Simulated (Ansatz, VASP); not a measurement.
# Two plane-wave programs on ZnO

File POSCAR:

```
ZnO
1.0
    3.2493080000      0.0000000000      0.0000000000
   -1.6246540000      2.8139832727      0.0000000000
    0.0000000000      0.0000000000      5.2057090000
Zn O
2 2
Direct
    0.6666666667      0.3333333333      0.0000000000
    0.3333333333      0.6666666667      0.5000000000
    0.3333333333      0.6666666667      0.8790100000
    0.6666666667      0.3333333333      0.3790100000
```

INCAR.step1

```
SYSTEM = ZnO
PREC = Accurate
ENCUT = 520
ISMEAR = -1
SIGMA = 0.05
LREAL = .False.
LASPH = .True.
NELM = 60
NBANDS = 26
GGA = PE
ALGO = Normal
EDIFF = 1E-4
LWAVE = .True.
LCHARG = .False.
```

File INCAR.step2:

```
SYSTEM = ZnO
PREC = Accurate
ENCUT = 520
EDIFF = 1E-6
ISMEAR = -1
SIGMA = 0.05
LREAL = .False.
LASPH = .True.
NELM = 60
ALGO = Normal
ISIF = 2
LWAVE = .False.
LCHARG = .False.
METAGGA = R2SCAN
LMIXTAU = .True.
LUSE_VDW = .True.
IVDW_NL = 2
BPARAM = 11.95
CPARAM = 0.0093
NBANDS = 26
ISTART = 1
```

The input KPOINTS:

```
Automatic mesh
0
Gamma
  9 9 5
  0 0 0
```

input.yaml

```yaml
crystal:
  lattice:
    - [3.249308, 0.0, 0.0]
    - [-1.624654, 2.8139832727, 0.0]
    - [0.0, 0.0, 5.205709]
  atoms:
    - { symbol: Zn, position: [0.6666666667, 0.3333333333, 0.0] }
    - { symbol: Zn, position: [0.3333333333, 0.6666666667, 0.5] }
    - { symbol: O, position: [0.3333333333, 0.6666666667, 0.87901] }
    - { symbol: O, position: [0.6666666667, 0.3333333333, 0.37901] }
hamiltonian:
  xc: r2scan
  pseudopotentials: { kind: paw }
  dispersion: rvv10
kpoints:
  mp_grid: { grid: [9, 9, 5] }
scf:
  occupations: { method: fermi_dirac, width: 0.05 }
output:
  forces: true
  stress: true
  eigenvalues: true
  write_density: true
  write_potential: true
  elf: true
  volumetric_format: npy
```

Alike in both runs: task single point; functional r2SCAN; dispersion rVV10; k mesh 9 × 9 × 5; occupations fermi-dirac, width 0.05 eV; no spin polarisation.

|  | VASP | Ansatz |
| --- | --- | --- |
| version | VASP 6.6.1 | Ansatz 0.2.0 |
| potentials or method | VASP PAW PBE potentials, release 64 (Zn, O) | Ansatz PAW |
| plane-wave cutoff (eV) | 520 | 500 |
| valence electrons in the cell | 36 | 36 |

VASP gave:

| Quantity | Value |
| --- | --- |
| gap on the k mesh at the Fermi level (eV) | 1.17 |
| least direct gap on the mesh (eV) | 1.17 |
| pressure (GPa) | -1.4 |
| traceless stress, the component that is largest in VASP (GPa) | 1.17 |
| rms of the force components (eV/Å) | 0.050 |

What did Ansatz give for the same quantities?

gap on the k mesh at the Fermi level (eV): 1.18; least direct gap on the mesh (eV): 1.18; pressure (GPa): -2.5; traceless stress, the component that is largest in VASP (GPa): 1.04; rms of the force components (eV/Å): 0.040.

VASP's potentials were made for PBE, not for r2SCAN. Atom by atom the forces differ by 0.009 eV/Å (rms over components).

Noted on Ansatz's run: odd divisions of the mesh miss points on the zone boundary, where band edges often lie, so the gap on the mesh can be too wide.
